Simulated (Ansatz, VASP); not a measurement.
# Two plane-wave programs on Si2C

```
Si C
1.0
     3.44078    0.00000    0.00000
    -1.72039    2.97980    0.00000
     0.00000    0.00000    8.42815
Si C
4 2
Cartesian
  0.0000 0.0000 3.1606
  0.0000 1.9865 0.3512
  0.0000 0.0000 5.2676
  1.7204 0.9933 8.0770
  1.7204 0.9933 5.9699
  0.0000 1.9865 2.4582
```

Alike in both runs: task relaxation of cell and atoms; functional PBE; k mesh 6 × 6 × 2; occupations gaussian, width 0.1 eV; no spin polarisation.

```csv
,VASP,Ansatz
version,VASP 6.6.1,Ansatz 0.2.0
potentials or method,"VASP PAW PBE potentials, release 64 (Si, C), cutoff 600 eV","scalar-relativistic, plane waves, PAW"
valence electrons in the cell,24,24
```

VASP gave:

* gap on the k mesh at the Fermi level, each at its own relaxed structure (eV): none
* relaxed volume (Å³/atom): 13.02
* relaxed cell length with the largest relative difference (Å): 8.640

Problem. Estimate Ansatz's values.

Solution. gap on the k mesh at the Fermi level, each at its own relaxed structure (eV): none; relaxed volume (Å³/atom): 13.04; relaxed cell length with the largest relative difference (Å): 8.650.

A gap of «none» marks a metal or a gap that the smearing closes.

The k mesh is coarse, so the values compare programs but aren't converged.
